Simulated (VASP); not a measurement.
Here is a VASP 6.6.1 calculation.

File INCAR:

```
SYSTEM = Te
  PREC = Accurate
  ENCUT = 520
  EDIFF = 1E-6
  ISMEAR = 0
  SIGMA = 0.1
  LREAL = .False.
  LASPH = .True.
  NELM = 60
  ALGO = Normal
  ISIF = 2
  LWAVE = .False.
  LCHARG = .False.
  GGA = PS
  NBANDS = 16
```

KPOINTS

```
regular mesh
0
Gamma
  12 12 8
  0 0 0
```

Contents of POSCAR:

```
Te
1.0
    4.3152505824      0.0000000000      0.0000000000
   -2.1576252912      3.7371166280      0.0000000000
    0.0000000000      0.0000000000      5.9559404643
Te
3
Direct
    0.2843324478      0.0000000000      0.3333333333
    0.0000000000      0.2843324478      0.6666666667
    0.7156675522      0.7156675522      0.0000000000
```

Potentials or basis: VASP PAW PBE potentials, release 64 (Te).

The run is started by

```console
$ cat potpaw_PBE.64/Te/POTCAR > POTCAR
$ mpirun -np 1 vasp_std > vasp.out
```

(1) Estimate the band gap on the k mesh.

(2) Predict the largest force.

(3) Predict the pressure.

## Answers

(1) zero (filled and empty bands touch).

(2) 0.014 eV/Å.

(3) 0.1 GPa.

Caveat: the PAW data sets were made with another functional, which shifts forces and pressure a little; spin-orbit coupling is left out, which moves the levels of the heavy elements.
